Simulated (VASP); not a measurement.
Set up this calculation in VASP 6.6.1, as the native input.

```
Task                   : single point
Functional             : PBE
Potentials or basis    : VASP PAW PBE potentials, release 64 (Ru_pv)
Cutoff                 : 520 eV
k mesh                 : 12 × 12 × 7
Occupations            : fermi-dirac, width 0.05 eV
Spin                   : no spin polarisation
Dipole correction      : no
Further INCAR settings : ALGO = Normal; EDIFF = 1e-07; NBANDS = 21
```

The structure of Ru lies in POSCAR:

```
Ru
1.0
    2.7147894348      0.0000000000      0.0000000000
   -1.3573947174      2.3510770804      0.0000000000
    0.0000000000      0.0000000000      4.2961256859
Ru
2
Direct
    0.3333333333      0.6666666667      0.2500000000
    0.6666666667      0.3333333333      0.7500000000
```

The input as run:

INCAR

```
PREC     = Accurate       # precision mode
ENCUT    = 520            # plane-wave cutoff, eV
EDIFF    = 1E-7           # SCF threshold, eV
ISMEAR   = -1             # smearing method
SIGMA    = 0.05           # smearing width, eV
LREAL    = F              # projectors in reciprocal space
LASPH    = T              # aspherical terms in the spheres
NELM     = 60             # most SCF steps
ALGO     = Normal         # electronic algorithm
ISIF     = 2              # what is computed and relaxed
LWAVE    = F              # write WAVECAR
LCHARG   = T              # write CHGCAR
GGA      = PE             # functional
LELF     = T              # ELF
LVHAR    = T            
NBANDS   = 21             # bands
```

KPOINTS

```
regular mesh
0
Gamma
  12 12 7
```

Potentials or basis: VASP PAW PBE potentials, release 64 (Ru_pv).

Command:

```sh
$ cat potpaw_PBE.64/Ru_pv/POTCAR > POTCAR
$ mpirun -np 1 vasp_std > vasp.out
```

It gave:

The pressure is 1.1 GPa and the band gap on the k mesh is zero (band 14 reaches 14.06 eV, above the bottom of band 15 at 11.14 eV).

Run time: 24 s on 1 thread of Intel(R) Xeon(R) Platinum 8259CL CPU @ 2.50GHz (Skylake/Cascade Lake), on a shared host, peak memory 0.16 GiB.
